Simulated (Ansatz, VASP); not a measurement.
**One calculation of Al2Cu, two programs**

```
Al Cu
1.0
     0.00000   -4.08417    0.00000
     0.00000    0.00000   -2.84639
    13.00252    0.00000    0.00000
Al Cu
6 3
Direct
  0.00000 0.50000 0.07851
  0.00000 0.50000 0.39262
  0.00000 0.50000 0.70672
  0.50000 0.50000 0.86378
  0.50000 0.50000 0.23556
  0.50000 0.50000 0.54967
  0.00000 0.00000 0.23556
  0.00000 0.00000 0.54967
  0.00000 0.00000 0.86378
```

Alike in both runs: task single point; functional PBEsol; k mesh 11 × 16 × 4; occupations gaussian, width 0.15 eV; no spin polarisation.

|  | VASP | Ansatz |
| --- | --- | --- |
| version | VASP 6.6.1 | Ansatz 0.2.0 |
| potentials or method | VASP PAW PBE potentials, release 64 (Al, Cu), cutoff 520 eV | scalar-relativistic, plane waves, PAW |
| valence electrons in the cell | 51 | 75 |

```tsv
	VASP	Ansatz	Ansatz less VASP
gap on the k mesh at the Fermi level (eV)	none	none	-
pressure (GPa)	-1.9	-2.0	-0.11
traceless stress, the component that is largest in VASP (GPa)	2.17	2.17	-0.001
rms of the force components (eV/Å)	0.275	0.272	-0.0031
```

VASP's potentials were made for PBE, not for PBEsol. Atom by atom the forces differ by 0.003 eV/Å (rms over components). A gap of «none» marks a metal or a gap that the smearing closes. With one functional, cell and mesh, what is left measures potentials, basis and numerics. VASP's potentials hold 51 valence electrons a cell and Ansatz's 75, so a difference there can come from the potentials and not from the codes.
